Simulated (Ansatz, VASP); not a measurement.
**Pt: VASP beside Ansatz**

File POSCAR:

```
Pt
1.0
   -1.5525356000      1.5842200000      1.5842200000
    1.5525356000     -1.5842200000      1.5842200000
    1.5525356000      1.5842200000     -1.5842200000
Pt
1
Direct
    0.0000000000      0.0000000000      0.0000000000
```

INCAR.step1

```
PREC = Accurate ; ENCUT = 520
ISMEAR = 0 ; SIGMA = 0.15
LREAL = False ; LASPH = True
NELM = 80 ; NBANDS = 11
GGA = PE ; ALGO = Normal
EDIFF = 1E-4 ; LWAVE = True
LCHARG = False
```

Contents of INCAR.step2:

```
PREC = Accurate ; ENCUT = 520
EDIFF = 1E-6 ; ISMEAR = 0
SIGMA = 0.15 ; LREAL = False
LASPH = True ; NELM = 80
ALGO = Normal ; ISIF = 2
LWAVE = False ; LCHARG = False
METAGGA = R2SCAN ; LMIXTAU = True
NBANDS = 11 ; ISTART = 1
```

File KPOINTS:

```
regular mesh
0
Gamma
  22 22 22
```

Input for Ansatz:

```yaml
crystal:
  lattice:
    - [-1.5525356, 1.58422, 1.58422]
    - [1.5525356, -1.58422, 1.58422]
    - [1.5525356, 1.58422, -1.58422]
  atoms:
    - { symbol: Pt, position: [0.0, 0.0, 0.0] }
basis:
  ecutwfc: 500
kpoints:
  mp_grid: { grid: [22, 22, 22] }
hamiltonian:
  xc: r2scan
scf:
  occupations: { method: gaussian, width: 0.15 }
output:
  forces: true
  stress: true
  eigenvalues: true
```

Change from the starting cell: strain -0.0200 x Voigt [1, 0, 0, 0, 0, 0], atoms carried along.

Alike in both runs: task single point; functional r2SCAN; k mesh 22 × 22 × 22; occupations gaussian, width 0.15 eV; no spin polarisation.

|  | VASP | Ansatz |
| --- | --- | --- |
| version | VASP 6.6.1 | Ansatz 0.2.0 |
| potentials or method | VASP PAW PBE potentials, release 64 (Pt), cutoff 520 eV | scalar-relativistic, plane waves, PAW |
| valence electrons in the cell | 10 | 18 |

```csv
,VASP,Ansatz,Ansatz less VASP
gap on the k mesh at the Fermi level (eV),none,none,-
pressure (GPa),-1.1,-1.7,-0.61
"traceless stress, the component that is largest in VASP (GPa)",-1.36,-1.35,+0.014
```

VASP's potentials were made for PBE, not for r2SCAN. A gap of «none» marks a metal or a gap that the smearing closes. VASP's potentials hold 10 valence electrons a cell and Ansatz's 18, so a difference there can come from the potentials and not from the codes.

Neither program's run includes spin-orbit coupling.
